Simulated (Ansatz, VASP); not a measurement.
# One calculation of Zn, two programs

INCAR

```
SYSTEM = Zn
PREC = Accurate ; ENCUT = 520
EDIFF = 1E-6 ; ISMEAR = -1
SIGMA = 0.03 ; LREAL = .FALSE.
LASPH = .TRUE. ; NELM = 100
ALGO = Normal ; ISIF = 2
LWAVE = .FALSE. ; LCHARG = .FALSE.
GGA = PS ; NBANDS = 19
```

KPOINTS

```
Automatic mesh
0
G
  18 18 9
  0 0 0
```

Contents of POSCAR:

```
Zn
1.0
    2.6013852309      0.0000000000      0.0000000000
   -1.3006926154      2.2528656950      0.0000000000
    0.0000000000      0.0000000000      4.9218926302
Zn
2
Direct
    0.3333333333      0.6666666667      0.2500000000
    0.6666666667      0.3333333333      0.7500000000
```

Input for Ansatz:

```yaml
crystal:
  lattice:
    - [2.6013852309, 0.0, 0.0]
    - [-1.3006926154, 2.252865695, 0.0]
    - [0.0, 0.0, 4.9218926302]
  atoms:
    - { symbol: Zn, position: [0.3333333333, 0.6666666667, 0.25] }
    - { symbol: Zn, position: [0.6666666667, 0.3333333333, 0.75] }
kpoints:
  mp_grid: { grid: [18, 18, 9] }
scf:
  occupations: { method: fermi_dirac, width: 0.03 }
hamiltonian:
  xc: pbesol
  pseudopotentials: { kind: all_electron, lapw: { basis_error: 0.0005 } }
output:
  forces: true
  stress: true
  eigenvalues: true
```

Change from the starting cell: z stretched by +1 % at fixed volume.

Alike in both runs: task single point; functional PBEsol; k mesh 18 × 18 × 9; occupations fermi-dirac, width 0.03 eV; no spin polarisation.

```csv
,VASP,Ansatz
version,VASP 6.6.1,Ansatz 0.2.0
potentials or method,"VASP PAW PBE potentials, release 64 (Zn), cutoff 520 eV","all-electron LAPW, scalar-relativistic"
```

|  | VASP | Ansatz | Ansatz less VASP |
| --- | --- | --- | --- |
| pressure (GPa) | -0.5 | -1.0 | -0.46 |
| traceless stress, the component that is largest in VASP (GPa) | 0.76 | 0.93 | +0.165 |

VASP's potentials were made for PBE, not for PBEsol. Ansatz ran all-electron here, and VASP with PAW potentials.
